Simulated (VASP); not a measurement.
## AlN: single point with PBEsol

Crystal: AlN.

```
Al N
1.0
     3.22220    0.00000    0.00000
    -1.61110    2.79051    0.00000
     0.00000    0.00000    4.09860
Al N
2 2
Direct
  0.33333 0.66667 0.75000
  0.66667 0.33333 0.25000
  0.33333 0.66667 0.25000
  0.66667 0.33333 0.75000
```

```
Program                : VASP 6.6.1
Task                   : single point
Functional             : PBEsol
Potentials or basis    : VASP PAW PBE potentials, release 64 (Al, N)
Cutoff                 : 520 eV
k mesh                 : 9 × 9 × 6
Occupations            : gaussian, width 0.05 eV
Spin                   : no spin polarisation
Dipole correction      : no
Further INCAR settings : ALGO = Normal; EDIFF = 1e-06; NBANDS = 16
```

* Pressure: 14.7 GPa
* Band gap on the k mesh: 3.74 eV

Stress tensor (GPa, compression positive):
```
16.88  0.00  0.00
 0.00 16.88  0.00
 0.00  0.00 10.44
```

Levels at points of the mesh, in eV from the valence-band top:
```csv
k point,band 5,band 6,band 7,band 8,band 9,band 10,band 11,band 12
"(0.00, 0.00, 0.00)",-3.51,-1.80,-1.80,0.00,3.74,4.97,8.57,8.57
"(0.00, 0.00, 0.50)",-2.70,-2.70,-2.70,-2.70,6.03,6.03,8.71,8.71
```

Wall time 19 s on 1 thread of AMD EPYC 7R13 Processor (Zen 3), with other jobs on the host, peak memory 0.12 GiB.

Caveat: the cell stands under pressure; the PAW data sets were made with another functional, which shifts forces and pressure a little; an odd mesh through Γ misses points on the zone boundary, where band edges can lie.
